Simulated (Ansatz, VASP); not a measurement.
# Re: VASP beside Ansatz

Contents of INCAR:

```
SYSTEM = Re
ALGO = Normal ; EDIFF = 1E-6
ENCUT = 520 ; GGA = PS
ISIF = 2 ; ISMEAR = -1
LASPH = .True. ; LCHARG = .True.
LELF = .True. ; LREAL = .False.
LVHAR = .True. ; LWAVE = .False.
NBANDS = 18 ; NELM = 100
PREC = Accurate ; SIGMA = 0.05
```

Contents of KPOINTS:

```
k-points
0
Gamma
  15 15 15
  0 0 0
```

File POSCAR:

```
Re
1.0
    1.3885209375      0.8016629370      6.7208627639
   -1.3885209375      0.8016629370      6.7208627639
    0.0000000000     -1.6033258741      6.7208627639
Re
3
Direct
    0.0000000000      0.0000000000      0.0000000000
    0.2221738800      0.2221738800      0.2221738800
    0.7778261200      0.7778261200      0.7778261200
```

Input for Ansatz:

```yaml
crystal:
  lattice:
    - [1.3885209375, 0.801662937, 6.7208627639]
    - [-1.3885209375, 0.801662937, 6.7208627639]
    - [0.0, -1.6033258741, 6.7208627639]
  atoms:
    - { symbol: Re, position: [0.0, 0.0, 0.0] }
    - { symbol: Re, position: [0.22217388, 0.22217388, 0.22217388] }
    - { symbol: Re, position: [0.77782612, 0.77782612, 0.77782612] }
kpoints:
  mp_grid: { grid: [15, 15, 15] }
  band_path:
    path:
      - [0.0, 0.0, 0.0]
      - [0.5, 0.5, 0.5]
      - [0.823848225, 0.176151775, 0.5]
      - [0.5, -0.176151775, 0.176151775]
      - [0.5, 0.0, 0.0]
      - [0.0, 0.0, 0.0]
      - [0.3380758875, -0.3380758875, 0.0]
      - [0.6619241125, 0.0, 0.3380758875]
      - [0.5, 0.0, 0.5]
    npoints: 5
scf:
  occupations: { method: fermi_dirac, width: 0.05 }
hamiltonian:
  xc: pbesol
  pseudopotentials: { kind: all_electron, lapw: { basis_error: 0.0005 } }
output:
  forces: true
  stress: true
  eigenvalues: true
```

Change from the starting cell: volume scaled by 1.01.

Alike in both runs: task single point; functional PBEsol; k mesh 15 × 15 × 15; occupations fermi-dirac, width 0.05 eV; no spin polarisation.

|  | VASP | Ansatz |
| --- | --- | --- |
| version | VASP 6.6.1 | Ansatz 0.2.0 |
| potentials or method | VASP PAW PBE potentials, release 64 (Re), cutoff 520 eV | all-electron LAPW, scalar-relativistic |

|  | VASP | Ansatz | Ansatz less VASP |
| --- | --- | --- | --- |
| pressure (GPa) | -10.3 | -9.9 | +0.33 |
| traceless stress, the component that is largest in VASP (GPa) | -0.69 | -0.63 | +0.064 |
| rms of the force components (eV/Å) | 0.011 | 0.009 | -0.0022 |

VASP's potentials were made for PBE, not for PBEsol. Atom by atom the forces differ by 0.002 eV/Å (rms over components). Ansatz ran all-electron here, and VASP with PAW potentials.

Neither program's run includes spin-orbit coupling.
